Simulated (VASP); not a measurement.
Set up this calculation in VASP 6.6.1, as the native input.

| Item | Value |
| --- | --- |
| Task | single point |
| Functional | r2SCAN |
| Potentials or basis | VASP PAW PBE potentials, release 64 (Ir_sv_GW) |
| Cutoff | 620 eV |
| k mesh | 22 × 22 × 22 |
| Occupations | gaussian, width 0.15 eV |
| Spin | no spin polarisation |
| Dipole correction | no |
| Further INCAR settings | ALGO = Normal; EDIFF = 1e-06; NBANDS = 14 |

Ir:

```
Ir
1.0
     0.00000    1.87171    1.87171
     1.87171    0.00000    1.87171
     1.87171    1.87171    0.00000
Ir
1
Cartesian
  0.0000 0.0000 0.0000
```

This cell differs from its parent crystal: strain -0.025 along x and y, -0.025 along z.

One way to write it, as run:

POSCAR

```
Ir
1.0
    0.0000000000      1.8717075000      1.8717075000
    1.8717075000      0.0000000000      1.8717075000
    1.8717075000      1.8717075000      0.0000000000
Ir
1
Direct
    0.0000000000      0.0000000000      0.0000000000
```

INCAR.step1

```
PREC = Accurate ; ENCUT = 620
ISMEAR = 0 ; SIGMA = 0.15
LREAL = F ; LASPH = T
NELM = 120 ; NBANDS = 14
GGA = PE ; ALGO = Normal
EDIFF = 1E-5 ; LWAVE = T
LCHARG = F ; GGA_COMPAT = F
```

INCAR.step2

```
PREC = Accurate ; ENCUT = 620
EDIFF = 1E-6 ; ISMEAR = 0
SIGMA = 0.15 ; LREAL = F
LASPH = T ; NELM = 120
ALGO = Normal ; ISIF = 2
LWAVE = F ; LCHARG = T
METAGGA = R2SCAN ; LMIXTAU = T
LELF = T ; LVHAR = T
NBANDS = 14 ; ISTART = 1
GGA_COMPAT = F
```

KPOINTS

```
regular mesh
0
Gamma
  22 22 22
```

Potentials or basis: VASP PAW PBE potentials, release 64 (Ir_sv_GW).

The run is started by

```bash
$ cat potpaw_PBE.64/Ir_sv_GW/POTCAR > POTCAR
$ cp INCAR.step1 INCAR
$ mpirun -np 1 vasp_std > vasp.out
$ cp INCAR.step2 INCAR
$ mpirun -np 1 vasp_std > vasp.out
```

It gave:

```
Pressure               : 35.9 GPa
Band gap on the k mesh : zero (an odd number of electrons rules out a gap without spin polarisation)
```

Caveat: the cell differs from its parent crystal (strain -0.025 along x and y, -0.025 along z); the cell stands under pressure; the PAW data sets were made with another functional, which shifts forces and pressure a little; spin-orbit coupling is left out, which moves the levels of the heavy elements.

Run time: 91 s on 1 thread of Intel(R) Xeon(R) 6975P-C (Granite Rapids), with other jobs on the host, peak memory 0.21 GiB.
